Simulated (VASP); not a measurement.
Wanted: the native input for a VASP 6.6.1 run.

| Item | Value |
| --- | --- |
| Task | single point |
| Functional | PBE |
| Potentials or basis | VASP PAW PBE potentials, release 64 (Mg, Te) |
| Cutoff | 520 eV |
| k mesh | 6 × 6 × 6 |
| Occupations | gaussian, width 0.1 eV |
| Spin | no spin polarisation |
| Dipole correction | no |
| Further INCAR settings | ALGO = Normal; EDIFF = 1e-06; NBANDS = 20 |

The structure of Mg5Te2 lies in POSCAR:

```
Mg5Te2
1.0
    3.0354141402      1.7524971709      5.7276341167
   -3.0354141402      1.7524971709      5.7276341167
    0.0000000000     -3.5049943419      5.7276341167
Mg Te
5 2
Direct
    0.5321017846      0.0240011858      0.5321017846
    0.0240011858      0.5321017846      0.5321017846
    0.5321017846      0.5321017846      0.0240011858
    0.5275380895      0.5275380895      0.5275380895
    0.8536067689      0.8536067689      0.8536067689
    0.2250151998      0.2250151998      0.2250151998
    0.0180000469      0.0180000469      0.0180000469
```

The cell was generated, and may not be a known phase.

The input as run:

INCAR

```
SYSTEM = Mg5Te2
ALGO = Normal
EDIFF = 1E-6
ENCUT = 520
GGA = PE
ISIF = 2
ISMEAR = 0
LASPH = .TRUE.
LCHARG = .FALSE.
LREAL = .FALSE.
LWAVE = .FALSE.
NBANDS = 20
NELM = 100
PREC = Accurate
SIGMA = 0.1
```

KPOINTS

```
k-points
0
G
  6 6 6
  0 0 0
```

Potentials or basis: VASP PAW PBE potentials, release 64 (Mg, Te).

Launch:

```bash
$ cat potpaw_PBE.64/Mg/POTCAR potpaw_PBE.64/Te/POTCAR > POTCAR
$ mpirun -np 1 vasp_std > vasp.out
```

Results of the run:

```
Pressure               : -0.1 GPa
Largest force          : 0.011 eV/Å
Band gap on the k mesh : zero (bands 11 and 12 overlap by 0.82 eV)
```

Caveat: spin-orbit coupling is left out, which moves the levels of the heavy elements.

Run time: 80 s on 1 thread of Intel(R) Xeon(R) 6975P-C (Granite Rapids), with other jobs on the host, peak memory 0.4 GiB.
